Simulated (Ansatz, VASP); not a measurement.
Sc3H in VASP and in Ansatz

Contents of INCAR:

```
  PREC = Accurate
  ENCUT = 600
  EDIFF = 1E-6
  ISMEAR = 0
  SIGMA = 0.1
  LREAL = F
  LASPH = T
  NELM = 80
  ALGO = Normal
  ISIF = 3
  LWAVE = F
  LCHARG = F
  GGA = PE
  IBRION = 2
  NSW = 90
  EDIFFG = -0.04
```

KPOINTS

```
regular mesh
0
Gamma
  6 6 6
```

File POSCAR:

```
Sc3H
1.0
   -1.9302913972      1.9302913972      4.3118197443
    1.9302913972     -1.9302913972      4.3118197443
    1.9302913972      1.9302913972     -4.3118197443
Sc H
3 1
Direct
    0.5000000000      0.5000000000      0.0000000000
    0.2500000000      0.7500000000      0.5000000000
    0.7500000000      0.2500000000      0.5000000000
    0.0000000000      0.0000000000      0.0000000000
```

Input for Ansatz:

```yaml
crystal:
  lattice:
    - [-1.9302913972, 1.9302913972, 4.3118197443]
    - [1.9302913972, -1.9302913972, 4.3118197443]
    - [1.9302913972, 1.9302913972, -4.3118197443]
  atoms:
    - { symbol: Sc, position: [0.5, 0.5, 0.0] }
    - { symbol: Sc, position: [0.25, 0.75, 0.5] }
    - { symbol: Sc, position: [0.75, 0.25, 0.5] }
    - { symbol: H, position: [0.0, 0.0, 0.0] }
basis:
  ecutwfc: 420
kpoints:
  mp_grid: { grid: [6, 6, 6] }
hamiltonian:
  xc: pbe
scf:
  occupations: { method: gaussian, width: 0.1 }
  lower_state_search: "off"
output:
  forces: true
  stress: true
  eigenvalues: true
relax:
  adjacent_minimum: "off"
  f_tol: 0.04
  max_steps: 70
  cell: { stress_tol: 0.4 }
```

Alike in both runs: task relaxation of cell and atoms; functional PBE; k mesh 6 × 6 × 6; occupations gaussian, width 0.1 eV; no spin polarisation.

|  | VASP | Ansatz |
| --- | --- | --- |
| version | VASP 6.6.1 | Ansatz 0.2.0 |
| potentials or method | VASP PAW PBE potentials, release 64 (Sc_sv, H), cutoff 600 eV | scalar-relativistic, plane waves, PAW |
| valence electrons in the cell | 34 | 34 |

```tsv
	VASP	Ansatz	Ansatz less VASP
gap on the k mesh at the Fermi level, each at its own relaxed structure (eV)	none	none	-
relaxed volume (Å³/atom)	20.36	20.45	+0.093
relaxed length of the cell vector where the two differ most in proportion (Å)	5.801	5.783	-0.0185
```

A gap of «none» marks a metal or a gap that the smearing closes.

The k mesh is coarse, so the values compare programs but aren't converged. Noted on VASP's run: the volume moved by over 15 % at a fixed basis, so the end points are rough.
